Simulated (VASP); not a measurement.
# Au (Pm-3m) in VASP: settings compared

The runs below take Au through single point, with PBE, LDA, PBEsol.

Everything below comes from runs of VASP 6.6.1. Logs are shortened: lines on timing, memory, paths and dates and some standing lists are left out, and cuts for length are marked.

## 1. The cell of the first run

The structure is cubic, space group Pm-3m (No. 221). The conventional cell has a = 2.748 Å, b = 2.748 Å, c = 2.748 Å, α = 90.00°, β = 90.00°, γ = 90.00°. Within 3.6 Å of Au (site symmetry m-3m) lie 6 Au at 2.75 Å.

## 2. Single point, PBE

Input file INCAR:

```
ALGO = Normal ; EDIFF = 1E-6
ENCUT = 520 ; GGA = PE
ISIF = 2 ; ISMEAR = 0
LASPH = True ; LCHARG = False
LREAL = False ; LWAVE = False
NBANDS = 12 ; NELM = 60
PREC = Accurate ; SIGMA = 0.011
```

Input file KPOINTS:

```
k-points
0
Gamma
  10 10 10
```

Input file POSCAR:

```
Au
1.0
    2.7484100000      0.0000000000      0.0000000000
    0.0000000000      2.7484100000      0.0000000000
    0.0000000000      0.0000000000      2.7484100000
Au
1
Direct
    0.5000000000      0.5000000000      0.5000000000
```

Potentials or basis: VASP PAW PBE potentials, release 64 (Au).

Started as:

```sh
> cat potpaw_PBE.64/Au/POTCAR > POTCAR
> mpirun -np 1 vasp_std > vasp.out
```

OUTCAR:

```text
EDIFF = 1E-6
   ENCUT = 520
   GGA = PE
   ISIF = 2
   ISMEAR = 0
   LASPH = True
   LREAL = False
   NELM = 60
   PREC = Accurate

 ion  position               nearest neighbor table
   1  0.500  0.500  0.500-

  LATTYP: Found a simple cubic cell.
 ALAT       =     2.7484100000

  Lattice vectors:

 A1 = (   2.7484100000,   0.0000000000,   0.0000000000)
 A2 = (   0.0000000000,   2.7484100000,   0.0000000000)
 A3 = (   0.0000000000,   0.0000000000,   2.7484100000)

Analysis of symmetry for initial positions (statically):
=====================================================================
 Subroutine PRICEL returns:
 Original cell was already a primitive cell.

 Routine SETGRP: Setting up the symmetry group for a
 simple cubic supercell.

 Subroutine GETGRP returns: Found 48 space group operations
[... 9 lines left out ...]

 Routine SETGRP: Setting up the symmetry group for a
 simple cubic supercell.

 Subroutine GETGRP returns: Found 48 space group operations
[... 11 lines left out ...]
                                     Primitive cell

  volume of cell :      20.7608

  direct lattice vectors                    reciprocal lattice vectors
     2.748410000  0.000000000  0.000000000     0.363846733  0.000000000  0.000000000
     0.000000000  2.748410000  0.000000000     0.000000000  0.363846733  0.000000000
     0.000000000  0.000000000  2.748410000     0.000000000  0.000000000  0.363846733

  length of vectors
     2.748410000  2.748410000  2.748410000     0.363846733  0.363846733  0.363846733

  position of ions in fractional coordinates (direct lattice)
     0.500000000  0.500000000  0.500000000

  ion indices of the primitive-cell ions
   primitive index   ion index
                 1           1

----------------------------------------------------------------------------------------

 KPOINTS: k-points

Automatic generation of k-mesh.
 Grid dimensions read from file:
 generate k-points for:   10   10   10

 Generating k-lattice:

  Cartesian coordinates                     Fractional coordinates (reciprocal lattice)
     0.036384673  0.000000000  0.000000000     0.100000000  0.000000000  0.000000000
     0.000000000  0.036384673  0.000000000     0.000000000  0.100000000  0.000000000
     0.000000000  0.000000000  0.036384673     0.000000000  0.000000000  0.100000000

  Length of vectors
     0.036384673  0.036384673  0.036384673

  Shift w.r.t. Gamma in fractional coordinates (k-lattice)
     0.000000000  0.000000000  0.000000000

 Subroutine IBZKPT returns following result:
 ===========================================

 Found     56 irreducible k-points:

 Following reciprocal coordinates:
            Coordinates               Weight
  0.000000  0.000000  0.000000      1.000000
  0.100000  0.000000  0.000000      6.000000
  0.200000  0.000000  0.000000      6.000000
  0.300000  0.000000  0.000000      6.000000
  0.400000  0.000000  0.000000      6.000000
  0.500000  0.000000  0.000000      3.000000
[... 16 lines left out ...]
  0.200000  0.100000  0.100000     24.000000
  0.300000  0.100000  0.100000     24.000000
 [... further k-points ...]
   k-points           NKPTS =     56   k-points in BZ     NKDIM =     56   number of bands    NBANDS=     12
   number of dos      NEDOS =    301   number of ions     NIONS =      1
   total plane-waves  NPLWV =   8000
   dimension x,y,z NGX =    20 NGY =   20 NGZ =   20
   dimension x,y,z NGXF=    40 NGYF=   40 NGZF=   40
   ions per type =               1
   NGX,Y,Z   is equivalent  to a cutoff of  12.10, 12.10, 12.10 a.u.
   NGXF,Y,Z  is equivalent  to a cutoff of  24.20, 24.20, 24.20 a.u.
 SYSTEM =  unknown system
   PREC   = accura    normal or accurate (medium, high low for compatibility)
   ISTART =      0    job   : 0-new  1-cont  2-samecut
   ICHARG =      2    charge: 1-file 2-atom 10-const
   ISPIN  =      1    spin polarized calculation?
   LNONCOLLINEAR =      F non collinear calculations
   LSORBIT =      F    spin-orbit coupling
   LASPH  =      T    aspherical Exc in radial PAW
   ENCUT  =  520.0 eV  38.22 Ry    6.18 a.u.   5.11  5.11  5.11*2*pi/ulx,y,z
   NELM   =     60;   NELMIN=  2; NELMDL= -5     # of ELM steps
   EDIFF  = 0.1E-05   stopping-criterion for ELM
   LREAL  =      F    real-space projection
   EDIFFG = 0.1E-04   stopping-criterion for IOM
   NSW    =      0    number of steps for IOM
   IBRION =     -1    ionic relax: 0-MD 1-quasi-New 2-CG
   NFREE  =      0    steps in history (QN), initial steepest desc. (CG)
   ISIF   =      2    stress and relaxation
   ISYM   =      2    0-nonsym 1-usesym 2-fastsym
   POTIM  = 0.5000    time-step for ionic-motion
   TEBEG  =    0.0;   TEEND  =   0.0 temperature during run
   PSTRESS=    0.0 pullay stress
   NELECT =      11.0000    total number of electrons
   NUPDOWN=      -1.0000    fix difference up-down
   EMIN   =  10.00;   EMAX   =-10.00  energy-range for DOS
   EFERMI =   0.00;   METHOD = LEGACY
   ISMEAR =     0;   SIGMA  =   0.01  broadening in eV -4-tet -1-fermi 0-gaus
   EFERMI_NEDOS =   21; number of points for ismear=-14 and -15
   IALGO  =     38    algorithm
   IMIX   =      4    mixing-type and parameters
     AMIX     =   0.40;   BMIX     =  1.00
     AMIX_MAG =   1.60;   BMIX_MAG =  1.00
  volume/ion in A,a.u.               =      20.76       140.10
  Fermi-wavevector in a.u.,A,eV,Ry     =   1.324720  2.503358 23.876646  1.754884
  Thomas-Fermi vector in A             =   2.454234
   LORBIT       =      0    0 simple, 1 ext, 2 COOP (PROOUT), +10 PAW based schemes
   GGA     = PE    functional components
   LHFCALC =     F    Hartree Fock is set to
   AEXX    =    0.0000 exact exchange contribution
   IVDW    =     0    specifies the selected vdW correction
   LEPSILON=     F    determine dielectric tensor
   LRPA    =     F    only Hartree local field effects (RPA)
 non-spin polarized calculation
 Gauss-broadening in eV      SIGMA  =   0.01
  energy-cutoff  :      520.00
  volume of cell :       20.76
 maximum number of plane-waves:       587
   NGX = 11   NGY = 11   NGZ = 11

 number of electron      10.9999996 magnetization

 Free energy of the ion-electron system (eV)
  ---------------------------------------------------
  ext. energy  EPLUGINS =         0.00000000
  ---------------------------------------------------
  free energy    TOTEN  =        -3.01151933 eV

  energy without entropy =       -3.01142605  energy(sigma->0) =       -3.01147269

 E-fermi :   6.3301     XC(G=0): -11.4227

 val. band max:        6.1791273269   @ k =   0.4000   0.3000   0.0000
 cond. band min:       6.3376060567   @ k =   0.4000   0.2000   0.2000
 fundamental gap:      0.1584787298
 Fermi energy:         6.3300812828

 k-point     1 :       0.0000    0.0000    0.0000
  band No.  band energies     occupation
      1      -1.4733      2.00000
      2       0.6770      2.00000
      3       0.6770      2.00000
      4       4.8366      2.00000
      5       4.8366      2.00000
      6       4.8366      2.00000
      7      20.1113      0.00000
      8      20.1113      0.00000
      9      20.1113      0.00000
     10      24.9196      0.00000
     11      27.3526      0.00000
     12      27.3526      0.00000

 k-point     2 :       0.1000    0.0000    0.0000
  band No.  band energies     occupation
      1      -1.2360      2.00000
      2       0.7131      2.00000
      3       0.8683      2.00000
      4       4.6810      2.00000
      5       4.6810      2.00000
      6       4.8493      2.00000
      7      18.3505      0.00000
      8      20.5028      0.00000
      9      20.5028      0.00000
     10      25.7088      0.00000
     11      26.6061      0.00000
     12      28.6323      0.00000

 k-point     3 :       0.2000    0.0000    0.0000
  band No.  band energies     occupation
      1      -0.6446      2.00000
      2       0.8088      2.00000
      3       1.5086      2.00000
      4       4.2971      2.00000
      5       4.2971      2.00000
      6       4.8825      2.00000
      7      15.4400      0.00000
      8      21.5655      0.00000
      9      21.5655      0.00000
     10      25.1568      0.00000
     11      25.9544      0.00000
     12      32.0761      0.00000

 k-point     4 :       0.3000    0.0000    0.0000
  band No.  band energies     occupation
      1      -0.0078      2.00000
      2       0.9304      2.00000
      3       2.7390      2.00000
      4       3.8621      2.00000
      5       3.8621      2.00000
      6       4.9238      2.00000
      7      12.5674      0.00000
      8      23.0273      0.00000
      9      23.0273      0.00000
     10      23.8159      0.00000
     11      25.6692      0.00000
     12      32.7233      0.00000

 k-point     5 :       0.4000    0.0000    0.0000
  band No.  band energies     occupation
      1       0.4365      2.00000
      2       1.0317      2.00000
      3       3.5362      2.00000
      4       3.5362      2.00000
      5       4.4875      2.00000
      6       4.9576      2.00000
      7       9.9468      0.00000
      8      22.9161      0.00000
      9      24.4922      0.00000
     10      24.4922      0.00000
     11      25.0451      0.00000
     12      31.5747      0.00000
[... 228 lines left out ...]
      1       0.7398      2.00000
      2       1.4097      2.00000
      3       3.6678      2.00000
      4       3.6678      2.00000
      5       5.9749      2.00000
      6      10.1186      0.00000
      7      10.1186      0.00000
      8      12.6483      0.00000
      9      17.7240      0.00000
     10      26.7607      0.00000
     11      26.7607      0.00000
     12      28.5421      0.00000

 k-point    22 :       0.1000    0.1000    0.1000
  band No.  band energies     occupation
      1      -0.7462      2.00000
      2       1.0087      2.00000
      3       1.0087      2.00000
      4       4.5024      2.00000
      5       4.5507      2.00000
      6       4.5507      2.00000
      7      18.5466      0.00000
      8      19.3208      0.00000
      9      19.3208      0.00000
     10      27.7331      0.00000
     11      27.7331      0.00000
     12      28.3938      0.00000

 k-point    23 :       0.2000    0.1000    0.1000
  band No.  band energies     occupation
      1      -0.1410      2.00000
      2       1.1047      2.00000
      3       1.6150      2.00000
      4       4.1420      2.00000
      5       4.1534      2.00000
      6       4.5787      2.00000
      7      16.0664      0.00000
      8      19.6728      0.00000
      9      20.2675      0.00000
     10      26.4064      0.00000
     11      28.5801      0.00000
     12      30.4504      0.00000

 k-point    24 :       0.3000    0.1000    0.1000
  band No.  band energies     occupation
      1       0.4812      2.00000
      2       1.2292      2.00000
      3       2.6248      2.00000
      4       3.6777      2.00000
      5       3.9778      2.00000
      6       4.6296      2.00000
      7      13.1531      0.00000
      8      20.7751      0.00000
      9      21.4499      0.00000
     10      25.2043      0.00000
     11      27.7792      0.00000
     12      30.3640      0.00000

 [... further k-points ...]

------------------------ aborting loop because EDIFF is reached ----------------------------------------

  FORCE on cell =-STRESS in cart. coord.  units (eV):
  Direction    XX          YY          ZZ          XY          YZ          ZX
  --------------------------------------------------------------------------------------
  -------------------------------------------------------------------------------------
  Total        0.0070673      0.0070673      0.0070673     -0.0000000     -0.0000000     -0.0000000
  in kB        0.5454085      0.5454085      0.5454085     -0.0000000     -0.0000000     -0.0000000
  external PRESSURE =       0.5454085 kB  Pullay stress =       0.0000000 kB

 VOLUME and BASIS-vectors are now :
 -----------------------------------------------------------------------------
  energy-cutoff  :      520.00
  volume of cell :       20.76
      direct lattice vectors                 reciprocal lattice vectors
     2.748410000  0.000000000  0.000000000     0.363846733  0.000000000  0.000000000
     0.000000000  2.748410000  0.000000000     0.000000000  0.363846733  0.000000000
     0.000000000  0.000000000  2.748410000     0.000000000  0.000000000  0.363846733

 POSITION                                       TOTAL-FORCE (eV/Angst)
 -----------------------------------------------------------------------------------
      1.37420      1.37420      1.37420         0.000000      0.000000      0.000000
 -----------------------------------------------------------------------------------
    total drift:                               -0.000000      0.000000     -0.000000

  FREE ENERGIE OF THE ION-ELECTRON SYSTEM (eV)
  ---------------------------------------------------
  free  energy   TOTEN  =        -3.0115193322 eV

  energy  without entropy=       -3.0114260498  energy(sigma->0) =       -3.01147269
```

Wall time 3.8 s (1 thread of Intel Xeon 6975P-C (Granite Rapids), shared host); peak memory 0.13 GiB.

Results:

```yaml
Free_energy: -3.0115 eV
Pressure: 0.1 GPa
```

Caveat: spin-orbit coupling is left out, which moves the levels of the heavy elements.

## 3. Single point, PBE

This run uses another cell than the first one, of 20.81 Å³/atom, 1.002 times its volume.

Input file INCAR:

```
SYSTEM = Au
ALGO     = Normal         ! electronic algorithm
EDIFF    = 1E-6           ! SCF threshold, eV
ENCUT    = 520            ! plane-wave cutoff, eV
GGA      = PE             ! functional
ISIF     = 2              ! what is computed and relaxed
ISMEAR   = -1             ! smearing method
LASPH    = .True.         ! aspherical terms in the spheres
LCHARG   = .False.        ! write CHGCAR
LREAL    = .False.        ! projectors in reciprocal space
LWAVE    = .False.        ! write WAVECAR
NBANDS   = 12             ! bands
NELM     = 100            ! most SCF steps
PREC     = Accurate       ! precision mode
SIGMA    = 0.05           ! smearing width, eV
```

Input file KPOINTS:

```
k-points
0
Gamma
  10 10 10
  0 0 0
```

Input file POSCAR:

```
Au
1.0
    2.7504029571      0.0000000000      0.0000000000
    0.0000000000      2.7504029571      0.0000000000
    0.0000000000      0.0000000000      2.7504029571
Au
1
Direct
    0.5000000000      0.5000000000      0.5000000000
```

Potentials or basis: VASP PAW PBE potentials, release 64 (Au).

Started as:

```sh
> cat potpaw_PBE.64/Au/POTCAR > POTCAR
> mpirun -np 1 vasp_std > vasp.out
```

It took 3.8 s on 1 thread of Intel Xeon 6975P-C (Granite Rapids), shared host; peak memory 0.13 GiB.

Results (log left out):

| Quantity | Value |
| --- | --- |
| Free energy | -3.0131 eV |
| Pressure | -0.2 GPa |

Levels at points of the mesh, in eV from the Fermi level:
```csv
k point,band 2,band 3,band 4,band 5,band 6,band 7,band 8,band 9
"(0.00, 0.00, 0.00)",-5.59,-5.59,-1.44,-1.44,-1.44,13.82,13.82,13.82
"(0.50, 0.00, 0.00)",-5.19,-2.86,-2.86,-1.31,-0.41,2.03,16.32,18.41
"(0.50, 0.50, 0.00)",-4.86,-2.61,-2.61,-0.31,3.84,3.84,6.35,11.43
"(0.50, 0.50, 0.50)",-4.86,-4.86,-0.22,-0.22,8.39,8.39,8.39,10.17
```

Caveat: spin-orbit coupling is left out, which moves the levels of the heavy elements.

## 4. Single point, LDA

Input file INCAR:

```
PREC = Accurate
ENCUT = 520
EDIFF = 1E-6
ISMEAR = -1
SIGMA = 0.05
LREAL = False
LASPH = True
NELM = 80
ALGO = Fast
ISIF = 2
LWAVE = False
LCHARG = False
NBANDS = 12
```

Input file KPOINTS:

```
regular mesh
0
Gamma
  10 10 10
```

Input file POSCAR:

```
Au
1.0
    2.7484100000      0.0000000000      0.0000000000
    0.0000000000      2.7484100000      0.0000000000
    0.0000000000      0.0000000000      2.7484100000
Au
1
Direct
    0.5000000000      0.5000000000      0.5000000000
```

Potentials or basis: VASP PAW LDA potentials, release 64 (Au).

Started as:

```sh
> cat potpaw_LDA.64/Au/POTCAR > POTCAR
> mpirun -np 1 vasp_std > vasp.out
```

Run time: 3.5 s. Hardware: 1 thread of Intel Xeon 6975P-C (Granite Rapids), shared host; peak memory 0.12 GiB.

It converged, with:

```
Free energy : -4.1014 eV
Pressure    : -9.5 GPa
```

Levels at points of the mesh, in eV from the Fermi level:
| k point | band 2 | band 3 | band 4 | band 5 | band 6 | band 7 | band 8 | band 9 |
| --- | --- | --- | --- | --- | --- | --- | --- | --- |
| (0.00, 0.00, 0.00) | -5.60 | -5.60 | -1.38 | -1.38 | -1.38 | 13.78 | 13.78 | 13.78 |
| (0.50, 0.00, 0.00) | -5.20 | -2.81 | -2.81 | -1.24 | -0.45 | 2.06 | 16.30 | 18.38 |
| (0.50, 0.50, 0.00) | -4.87 | -2.56 | -2.56 | -0.26 | 3.80 | 3.80 | 6.38 | 11.48 |
| (0.50, 0.50, 0.50) | -4.84 | -4.84 | -0.17 | -0.17 | 8.35 | 8.35 | 8.35 | 10.15 |

Caveat: spin-orbit coupling is left out, which moves the levels of the heavy elements.

## 5. Single point, PBEsol

Input file INCAR:

```
SYSTEM = Au
PREC = Accurate ; ENCUT = 520
EDIFF = 1E-6 ; ISMEAR = -1
SIGMA = 0.05 ; LREAL = .FALSE.
LASPH = .TRUE. ; NELM = 60
ALGO = Fast ; ISIF = 2
LWAVE = .FALSE. ; LCHARG = .FALSE.
GGA = PS ; NBANDS = 12
```

Input file KPOINTS:

```
regular mesh
0
G
  10 10 10
  0 0 0
```

POSCAR is that of step 4.

Potentials or basis: VASP PAW PBE potentials, release 64 (Au).

Started as:

```sh
> cat potpaw_PBE.64/Au/POTCAR > POTCAR
> mpirun -np 1 vasp_std > vasp.out
```

It took 3.8 s on 1 thread of Intel Xeon 6975P-C (Granite Rapids), shared host; peak memory 0.13 GiB.

Results (log left out):

- Free energy: -3.6156 eV
- Pressure: -6.4 GPa

Levels at points of the mesh, in eV from the Fermi level:
```csv
k point,band 3,band 4,band 5,band 6,band 7,band 8
"(0.00, 0.00, 0.00)",-5.57,-1.38,-1.38,-1.38,13.82,13.82
"(0.50, 0.00, 0.00)",-2.80,-2.80,-1.24,-0.47,2.06,16.31
"(0.50, 0.50, 0.00)",-2.55,-2.55,-0.25,3.81,3.81,6.38
"(0.50, 0.50, 0.50)",-4.83,-0.16,-0.16,8.38,8.38,8.38
```

Caveat: the PAW data sets were made with another functional, which shifts forces and pressure a little; spin-orbit coupling is left out, which moves the levels of the heavy elements.

## 6. Summary

| level | potentials or basis | cell | smearing | gap on the mesh (eV) | pressure (GPa) |
| --- | --- | --- | --- | --- | --- |
| PBE | VASP PAW PBE potentials, release 64 (Au) | a = 2.748 Å, 1 atom | gaussian 0.011 eV | none | 0.1 |
| PBE | VASP PAW PBE potentials, release 64 (Au) | a = 2.750 Å, 1 atom | fermi-dirac 0.05 eV | none | -0.2 |
| LDA | VASP PAW LDA potentials, release 64 (Au) | a = 2.748 Å, 1 atom | fermi-dirac 0.05 eV | none | -9.5 |
| PBEsol | VASP PAW PBE potentials, release 64 (Au) | a = 2.748 Å, 1 atom | fermi-dirac 0.05 eV | none | -6.4 |

Alike in all rows: task single point; no spin polarisation; k mesh 10 × 10 × 10; cutoff (eV) 520.

Caveats: spin-orbit coupling is left out, which moves the levels of the heavy elements; the PAW data sets were made with another functional, which shifts forces and pressure a little (some runs).

Total energies depend on the potentials used, so only differences within one code and one set of settings carry meaning.
